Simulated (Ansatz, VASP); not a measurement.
**One calculation of BN, two programs**

```
B N
1.0
     2.52281    0.00000    0.00000
    -1.26141    2.18482    0.00000
     0.00000    0.00000    7.26066
B N
2 2
Direct
  0.33333 0.66667 0.25000
  0.66667 0.33333 0.75000
  0.33333 0.66667 0.75000
  0.66667 0.33333 0.25000
```

Alike in both runs: task single point; functional PBEsol; k mesh 12 × 12 × 4; occupations gaussian, width 0.05 eV; no spin polarisation.

|  | VASP | Ansatz |
| --- | --- | --- |
| version | VASP 6.6.1 | Ansatz 0.2.0 |
| potentials or method | VASP PAW PBE potentials, release 64 (B, N), cutoff 520 eV | scalar-relativistic, plane waves, PAW |
| valence electrons in the cell | 16 | 16 |

```tsv
	VASP	Ansatz	Ansatz less VASP
gap on the k mesh at the Fermi level (eV)	4.28	4.28	+0.007
least direct gap on the mesh (eV)	4.55	4.55	+0.003
pressure (GPa)	-4.5	-4.9	-0.41
traceless stress, the component that is largest in VASP (GPa)	4.19	4.72	+0.529
```

VASP's potentials were made for PBE, not for PBEsol, and Ansatz warns of the same on its side.
